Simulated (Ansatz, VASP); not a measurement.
## Bi2Te3: VASP beside Ansatz

The input INCAR:

```
ALGO = Normal ; EDIFF = 1E-6
ENCUT = 520 ; GGA = PS
ISIF = 2 ; ISMEAR = 0
LASPH = True ; LCHARG = False
LREAL = False ; LWAVE = False
NBANDS = 32 ; NELM = 60
PREC = Accurate ; SIGMA = 0.1
```

Contents of KPOINTS:

```
k-points
0
Gamma
  3 3 3
```

The input POSCAR:

```
Bi2Te3
1.0
    4.1734641791      2.4095506672     18.7964896434
   -4.1734641791      2.4095506672     18.7964896434
    0.0000000000     -4.8191013345     18.7964896433
Bi Te
2 3
Direct
    0.8120000000      0.8120000000      0.8120000000
    0.4020000000      0.4020000000      0.4020000000
    0.6110000000      0.6110000000      0.6110000000
    0.2000000000      0.2000000000      0.2000000000
    0.0000000000      0.0000000000      0.0000000000
```

Input for Ansatz:

```yaml
crystal:
  lattice:
    - [4.1734641791, 2.4095506672, 18.7964896434]
    - [-4.1734641791, 2.4095506672, 18.7964896434]
    - [0.0, -4.8191013345, 18.7964896433]
  atoms:
    - { symbol: Bi, position: [0.812, 0.812, 0.812] }
    - { symbol: Bi, position: [0.402, 0.402, 0.402] }
    - { symbol: Te, position: [0.611, 0.611, 0.611] }
    - { symbol: Te, position: [0.2, 0.2, 0.2] }
    - { symbol: Te, position: [0.0, 0.0, 0.0] }
basis:
  ecutwfc: 420
kpoints:
  mp_grid: { grid: [3, 3, 3] }
hamiltonian:
  xc: pbesol
scf:
  occupations: { method: gaussian, width: 0.1 }
  max_iter: 57
output:
  forces: true
  stress: true
  eigenvalues: true
```

Alike in both runs: task single point; functional PBEsol; k mesh 3 × 3 × 3; occupations gaussian, width 0.1 eV; no spin polarisation.

|  | VASP | Ansatz |
| --- | --- | --- |
| version | VASP 6.6.1 | Ansatz 0.2.0 |
| potentials or method | VASP PAW PBE potentials, release 64 (Bi_d, Te), cutoff 520 eV | scalar-relativistic, plane waves, PAW |
| valence electrons in the cell | 48 | 78 |

```tsv
	VASP	Ansatz	Ansatz less VASP
gap on the k mesh at the Fermi level (eV)	none	none	-
pressure (GPa)	-0.4	-0.4	0.00
rms of the force components (eV/Å)	0.097	0.097	+0.0001
```

VASP's potentials were made for PBE, not for PBEsol. Atom by atom the forces differ by 0.000 eV/Å (rms over components). A gap of «none» marks a metal or a gap that the smearing closes. With one functional, cell and mesh, what is left measures potentials, basis and numerics. VASP's potentials hold 48 valence electrons a cell and Ansatz's 78, so a difference there can come from the potentials and not from the codes.

Spin-orbit coupling is off throughout.
